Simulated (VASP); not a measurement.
# BP (I-4m2) in VASP: a series of runs

The runs below take BP through single point, with r2SCAN.

Program: VASP 6.6.1. These are calculated values, not measurements. Logs are shortened: lines on timing, memory, paths and dates and some standing lists are left out, and cuts for length are marked.

## (1) The cell of the first run

It takes space group I-4m2 (No. 119, tetragonal). Conventional cell: a = 3.209 Å, b = 3.209 Å, c = 4.266 Å, α = 90.00°, β = 90.00°, γ = 90.00°. B (site symmetry -4m2) has 4 P at 1.93 Å within 2.6 Å. Within 2.6 Å of P (site symmetry -4m2) lie 4 B at 1.93 Å.

## (2) Single point, r2SCAN (strain -0.0600 x Voigt [0, 1, 0, 0, 0, 0])

POSCAR reads:

```
BP
1.0
    0.0000000000      2.1328600000      2.2690000000
    2.2690000000      0.0000000000      2.2690000000
    2.2690000000      2.1328600000      0.0000000000
B P
1 1
Direct
    0.0000000000      0.0000000000      0.0000000000
    0.7500000000      0.7500000000      0.7500000000
```

INCAR.step1 reads:

```
ALGO = Normal ; EDIFF = 1E-4
ENCUT = 520 ; GGA = PE
ISMEAR = 0 ; LASPH = T
LCHARG = F ; LREAL = F
LWAVE = T ; NBANDS = 11
NELM = 60 ; PREC = Accurate
SIGMA = 0.05
```

INCAR.step2 reads:

```
ALGO = Normal ; EDIFF = 1E-6
ENCUT = 520 ; ISIF = 2
ISMEAR = 0 ; ISTART = 1
LASPH = T ; LCHARG = F
LMIXTAU = T ; LREAL = F
LWAVE = F ; METAGGA = R2SCAN
NBANDS = 11 ; NELM = 60
PREC = Accurate ; SIGMA = 0.05
```

KPOINTS reads:

```
k-points
0
Gamma
  10 10 10
```

Potentials or basis: VASP PAW PBE potentials, release 64 (B, P).

On the command line:

```console
> cat potpaw_PBE.64/B/POTCAR potpaw_PBE.64/P/POTCAR > POTCAR
> cp INCAR.step1 INCAR
> mpirun -np 1 vasp_std > vasp.out
> cp INCAR.step2 INCAR
> mpirun -np 1 vasp_std > vasp.out
```

OUTCAR:

```text
EDIFF = 1E-6
   ENCUT = 520
   ISIF = 2
   ISMEAR = 0
   ISTART = 1
   LASPH = T
   LREAL = F
   METAGGA = R2SCAN
   NELM = 60
   PREC = Accurate

 ion  position               nearest neighbor table
   1  0.000  0.000  0.000-   2 1.93   2 1.93   2 1.93   2 1.93
   2  0.750  0.750  0.750-   1 1.93   1 1.93   1 1.93   1 1.93

  LATTYP: Found a body centered tetragonal cell.
 ALAT       =     3.2088505730
 C/A-ratio  =     1.3293607486

  Lattice vectors:

 A1 = (   0.0000000000,  -2.1328600000,   2.2690000000)
 A2 = (   0.0000000000,  -2.1328600000,  -2.2690000000)
 A3 = (   2.2690000000,   2.1328600000,   0.0000000000)

Analysis of symmetry for initial positions (statically):
=====================================================================
 Subroutine PRICEL returns:
 Original cell was already a primitive cell.

 Routine SETGRP: Setting up the symmetry group for a
 body centered tetragonal supercell.

 Subroutine GETGRP returns: Found  8 space group operations
 (whereof  8 operations were pure point group operations)
 out of a pool of 16 trial point group operations.

The static configuration has the point symmetry D_2d.

Analysis of symmetry for dynamics (positions and initial velocities):
=====================================================================
 Subroutine PRICEL returns:
 Original cell was already a primitive cell.

 Routine SETGRP: Setting up the symmetry group for a
 body centered tetragonal supercell.

 Subroutine GETGRP returns: Found  8 space group operations
 (whereof  8 operations were pure point group operations)
 out of a pool of 16 trial point group operations.

The dynamic configuration has the point symmetry D_2d.

 Subroutine INISYM returns: Found  8 space group operations
 (whereof  8 operations are pure point group operations),
 and found     1 'primitive' translations

----------------------------------------------------------------------------------------

                                     Primitive cell

  volume of cell :      21.9615

  direct lattice vectors                    reciprocal lattice vectors
     0.000000000  2.132860000  2.269000000    -0.220361393  0.234427013  0.220361393
     2.269000000  0.000000000  2.269000000     0.220361393 -0.234427013  0.220361393
     2.269000000  2.132860000  0.000000000     0.220361393  0.234427013 -0.220361393

  length of vectors
     3.114073342  3.208850573  3.114073342     0.389967065  0.389967065  0.389967065

  position of ions in fractional coordinates (direct lattice)
[... 81 lines left out ...]
   EDIFFG = 0.1E-04   stopping-criterion for IOM
   NSW    =      0    number of steps for IOM
   IBRION =     -1    ionic relax: 0-MD 1-quasi-New 2-CG
   NFREE  =      0    steps in history (QN), initial steepest desc. (CG)
   ISIF   =      2    stress and relaxation
   ISYM   =      2    0-nonsym 1-usesym 2-fastsym
   POTIM  = 0.5000    time-step for ionic-motion
   TEBEG  =    0.0;   TEEND  =   0.0 temperature during run
   PSTRESS=    0.0 pullay stress
   NELECT =       8.0000    total number of electrons
   NUPDOWN=      -1.0000    fix difference up-down
   EMIN   =  10.00;   EMAX   =-10.00  energy-range for DOS
   EFERMI =   0.00;   METHOD = LEGACY
   ISMEAR =     0;   SIGMA  =   0.05  broadening in eV -4-tet -1-fermi 0-gaus
   EFERMI_NEDOS =   21; number of points for ismear=-14 and -15
   IALGO  =     38    algorithm
   IMIX   =      4    mixing-type and parameters
     AMIX     =   0.40;   BMIX     =  1.00
     AMIX_MAG =   1.60;   BMIX_MAG =  1.00
  volume/ion in A,a.u.               =      10.98        74.10
  Fermi-wavevector in a.u.,A,eV,Ry     =   1.169188  2.209445 18.599175  1.367001
  Thomas-Fermi vector in A             =   2.305664
   LORBIT       =      0    0 simple, 1 ext, 2 COOP (PROOUT), +10 PAW based schemes
   METAGGA = R2SCAN    functional components
   LHFCALC =     F    Hartree Fock is set to
   AEXX    =    0.0000 exact exchange contribution
   IVDW    =     0    specifies the selected vdW correction
   LEPSILON=     F    determine dielectric tensor
   LRPA    =     F    only Hartree local field effects (RPA)
 non-spin polarized calculation
 Gauss-broadening in eV      SIGMA  =   0.05
  energy-cutoff  :      520.00
  volume of cell :       21.96
 maximum number of plane-waves:       608
   NGX = 11   NGY = 11   NGZ = 11

 number of electron       8.0000000 magnetization

 Free energy of the ion-electron system (eV)
  ---------------------------------------------------
  ext. energy  EPLUGINS =         0.00000000
  ---------------------------------------------------
  free energy    TOTEN  =       -17.21747322 eV

  energy without entropy =      -17.21747322  energy(sigma->0) =      -17.21747322

 E-fermi :   8.7468     XC(G=0): -11.7870

 val. band max:        8.5634813106   @ k =   0.0000   0.0000   0.0000
 cond. band min:       8.9374200205   @ k =   0.4000   0.0000   0.4000
 fundamental gap:      0.3739387099
 Fermi energy:         8.7468022099

 k-point     1 :       0.0000    0.0000    0.0000
  band No.  band energies     occupation
      1      -8.6953      2.00000
      2       7.9449      2.00000
      3       7.9449      2.00000
      4       8.5635      2.00000
      5      11.6575      0.00000
      6      12.0432      0.00000
      7      12.0432      0.00000
      8      17.1178      0.00000
      9      20.0958      0.00000
     10      21.0478      0.00000
     11      21.7147      0.00000
[... 309 lines left out ...]
 k-point    24 :       0.4000    0.3000   -0.0000
  band No.  band energies     occupation
      1      -5.5442      2.00000
      2       1.3005      2.00000
      3       3.7537      2.00000
      4       4.4803      2.00000
      5      10.4436      0.00000
      6      12.3182      0.00000
      7      17.8750      0.00000
      8      19.5695      0.00000
      9      23.2575      0.00000
     10      24.9222      0.00000
     11      26.8470      0.00000

 [... further k-points ...]
[... 5 lines left out ...]
  --------------------------------------------------------------------------------------
  -------------------------------------------------------------------------------------
  Total        0.7059679      3.0651081      0.7059679      0.0000000     -0.0000000      0.0000000
  in kB       51.5031965    223.6119634     51.5031965      0.0000000     -0.0000000      0.0000000
  external PRESSURE =     108.8727855 kB  Pullay stress =       0.0000000 kB

 VOLUME and BASIS-vectors are now :
 -----------------------------------------------------------------------------
  energy-cutoff  :      520.00
  volume of cell :       21.96
      direct lattice vectors                 reciprocal lattice vectors
     0.000000000  2.132860000  2.269000000    -0.220361393  0.234427013  0.220361393
     2.269000000  0.000000000  2.269000000     0.220361393 -0.234427013  0.220361393
     2.269000000  2.132860000  0.000000000     0.220361393  0.234427013 -0.220361393

 POSITION                                       TOTAL-FORCE (eV/Angst)
 -----------------------------------------------------------------------------------
      0.00000      0.00000      0.00000         0.000000      0.000000      0.000000
      3.40350      3.19929      3.40350        -0.000000     -0.000000     -0.000000
 -----------------------------------------------------------------------------------
    total drift:                               -0.000000      0.000000     -0.000000

  FREE ENERGIE OF THE ION-ELECTRON SYSTEM (eV)
  ---------------------------------------------------
  free  energy   TOTEN  =       -17.2174732162 eV

  energy  without entropy=      -17.2174732161  energy(sigma->0) =      -17.21747322
```

OUTCAR.step1:

```text
EDIFF = 1E-4
   ENCUT = 520
   GGA = PE
   ISMEAR = 0
   LASPH = T
[... 557 lines left out ...]
 -----------------------------------------------------------------------------------
      0.00000      0.00000      0.00000        -0.000000     -0.000000     -0.000000
      3.40350      3.19929      3.40350         0.000000      0.000000      0.000000
 -----------------------------------------------------------------------------------
    total drift:                               -0.000000      0.000000     -0.000000

  FREE ENERGIE OF THE ION-ELECTRON SYSTEM (eV)
  ---------------------------------------------------
  free  energy   TOTEN  =       -12.8278384560 eV

  energy  without entropy=      -12.8278377433  energy(sigma->0) =      -12.82783810
```

It took 31 s on 1 thread of Intel Xeon Platinum 8488C (Sapphire Rapids), shared host; peak memory 0.15 GiB.

Results:

```
Free energy            : -17.2175 eV
Pressure               : 10.9 GPa
Band gap on the k mesh : 0.37 eV (least direct gap 3.09 eV)
```

Caveat: the cell differs from its parent crystal (strain -0.0600 x Voigt [0, 1, 0, 0, 0, 0]); the cell stands under pressure; the PAW data sets were made with another functional, which shifts forces and pressure a little.

(Continued in part 2 of 2.)
